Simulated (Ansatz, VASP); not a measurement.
# ZrB2: VASP beside Ansatz

The input INCAR:

```
ALGO     = Normal         # electronic algorithm
EDIFF    = 1E-7           # SCF threshold, eV
ENCUT    = 520            # plane-wave cutoff, eV
GGA      = PE             # functional
ISIF     = 2              # what is computed and relaxed
ISMEAR   = 0              # smearing method
LASPH    = True           # aspherical terms in the spheres
LCHARG   = False          # write CHGCAR
LREAL    = False          # projectors in reciprocal space
LWAVE    = False          # write WAVECAR
NBANDS   = 16             # bands
NELM     = 60             # most SCF steps
PREC     = Accurate       # precision mode
SIGMA    = 0.02           # smearing width, eV
```

The input KPOINTS:

```
k-points
0
Gamma
  10 10 8
```

POSCAR

```
ZrB2
1.0
    3.1700000000      0.0000000000      0.0000000000
   -1.5850000000      2.7453005300      0.0000000000
    0.0000000000      0.0000000000      3.5330000000
Zr B
1 2
Direct
    0.0000000000      0.0000000000      0.0000000000
    0.6666666667      0.3333333333      0.5000000000
    0.3333333333      0.6666666667      0.5000000000
```

Contents of input.yaml:

```yaml
crystal:
  lattice:
    - [3.17, 0.0, 0.0]
    - [-1.585, 2.74530053, 0.0]
    - [0.0, 0.0, 3.533]
  atoms:
    - { symbol: Zr, position: [0.0, 0.0, 0.0] }
    - { symbol: B, position: [0.6666666667, 0.3333333333, 0.5] }
    - { symbol: B, position: [0.3333333333, 0.6666666667, 0.5] }
hamiltonian:
  xc: pbe
  pseudopotentials: { kind: paw }
kpoints:
  mp_grid: { grid: [10, 10, 8] }
scf:
  occupations: { method: gaussian, width: 0.02 }
output:
  forces: true
  stress: true
  eigenvalues: true
  write_density: true
  write_potential: true
  elf: true
  volumetric_format: npy
```

Alike in both runs: task single point; functional PBE; k mesh 10 × 10 × 8; occupations gaussian, width 0.02 eV; no spin polarisation.

|  | VASP | Ansatz |
| --- | --- | --- |
| version | VASP 6.6.1 | Ansatz 0.2.0 |
| potentials or method | VASP PAW PBE potentials, release 64 (Zr_sv, B) | Ansatz PAW |
| plane-wave cutoff (eV) | 520 | 420 |
| valence electrons in the cell | 18 | 18 |

|  | VASP | Ansatz | Ansatz less VASP |
| --- | --- | --- | --- |
| gap on the k mesh at the Fermi level (eV) | none | none | - |
| pressure (GPa) | 0.9 | 0.8 | -0.14 |
| traceless stress, the component that is largest in VASP (GPa) | 0.84 | 0.80 | -0.041 |

A gap of «none» marks a metal or a gap that the smearing closes. With one functional, cell and mesh, what is left measures potentials, basis and numerics.
